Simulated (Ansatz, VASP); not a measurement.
**One calculation of GaN, two programs**

```xyz
4
Lattice="3.1346 0.0000 0.0000 -1.5673 2.7147 0.0000 0.0000 0.0000 5.1049" Properties=species:S:1:pos:R:3 pbc="T T T"
Ga    0.0000    1.8098   -0.0042
Ga    1.5673    0.9049    2.5483
N     0.0000    1.8098    1.9185
N     1.5673    0.9049    4.4710
```

Alike in both runs: task single point; functional r2SCAN; k mesh 8 × 8 × 4; no spin polarisation.

|  | VASP | Ansatz |
| --- | --- | --- |
| version | VASP 6.6.1 | Ansatz 0.2.0 |
| potentials or method | VASP PAW PBE potentials, release 64 (Ga_d, N) | PAW with Ansatz's default frozen-core files, scalar-relativistic |
| plane-wave cutoff (eV) | 520 | 500 |
| occupations | gaussian, width 0.01 eV | fixed |
| valence electrons in the cell | 36 | 36 |

VASP gave:

- gap on the k mesh at the Fermi level (eV): 2.66
- pressure (GPa): 11.2
- traceless stress, the component that is largest in VASP (GPa): -0.13

Question: Estimate Ansatz's values.

Answer: gap on the k mesh at the Fermi level (eV): 2.67; pressure (GPa): 10.0; traceless stress, the component that is largest in VASP (GPa): 0.00.

VASP's potentials were made for PBE, not for r2SCAN.
